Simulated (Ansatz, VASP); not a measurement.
Ti12H4C: VASP beside Ansatz

```
Ti C H
1.0
     5.71028    0.00000    0.00000
    -2.85514    4.94525    0.00000
     0.00000    0.00000   24.39752
Ti C H
12 1 4
Direct
  0.33333 0.16667 0.32790
  0.33333 0.66667 0.32790
  0.83333 0.16667 0.32790
  0.83333 0.66667 0.32790
  0.66506 0.33484 0.42013
  0.66471 0.83040 0.42021
  0.16945 0.33516 0.42028
  0.16629 0.83332 0.41540
  0.00406 0.51111 0.50987
  0.00331 0.99578 0.50972
  0.49740 0.50144 0.52870
  0.48801 0.99508 0.50972
  0.49901 0.49886 0.63534
  0.66288 0.65231 0.66043
  0.33485 0.34569 0.66042
  0.41337 0.60335 0.61067
  0.58429 0.39418 0.61076
```

Alike in both runs: task single point; functional PBE; dispersion D3(BJ); k mesh 4 × 4 × 1; occupations gaussian, width 0.1 eV; no spin polarisation.

```csv
,VASP,Ansatz
version,VASP 6.6.1,Ansatz 0.2.0
potentials or method,"VASP PAW PBE potentials, release 64 (Ti_sv, C, H), cutoff 520 eV","scalar-relativistic, plane waves, PAW"
valence electrons in the cell,152,152
```

|  | VASP | Ansatz | Ansatz less VASP |
| --- | --- | --- | --- |
| gap on the k mesh at the Fermi level (eV) | none | none | - |
| rms of the force components (eV/Å) | 0.085 | 0.085 | -0.0002 |

Atom by atom the forces differ by 0.011 eV/Å (rms over components). A gap of «none» marks a metal or a gap that the smearing closes.
